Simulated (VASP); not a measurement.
Runs of VASP 6.6.1 on Mn. The structure is that of space group Pm-3m (No. 221), or close to it. The cells are those of the table. 

| cell | k mesh | gap on the mesh (eV) | pressure (GPa) |
| --- | --- | --- | --- |
| a = 2.297 Å, 1 atom | 13 × 13 × 13 | none | 0.2 |
| a = 2.297 Å, 1 atom | 15 × 15 × 15 | none | 0.2 |
| a = 2.266 Å, 1 atom | 15 × 15 × 15 | none | 9.2 |
| a = 2.328 Å, 1 atom | 15 × 15 × 15 | none | -7.1 |
| a = 2.297 Å, 1 atom | 22 × 22 × 22 | none | 0.1 |
| a = 2.357 Å, 1 atom | 15 × 15 × 15 | none | (a) |
| a = 2.386 Å, 1 atom | 15 × 15 × 15 | none | (b) |
| a = 2.202 Å, 1 atom | 15 × 15 × 15 | none | 34.3 |

Alike in all rows: task single point; level revPBE; potentials or basis VASP PAW PBE potentials, release 64 (Mn_pv); no spin polarisation; cutoff (eV) 520; smearing fermi-dirac 0.1 eV.

**Question.** Fill in the values left out.

**Answer.** (a) -12.9; (b) -17.5.

Caveats: the PAW data sets were made with another functional, which shifts forces and pressure a little; the run has no spin polarisation, though such a crystal can be magnetic.

A gap of «none» marks levels without a gap at the run's occupations.
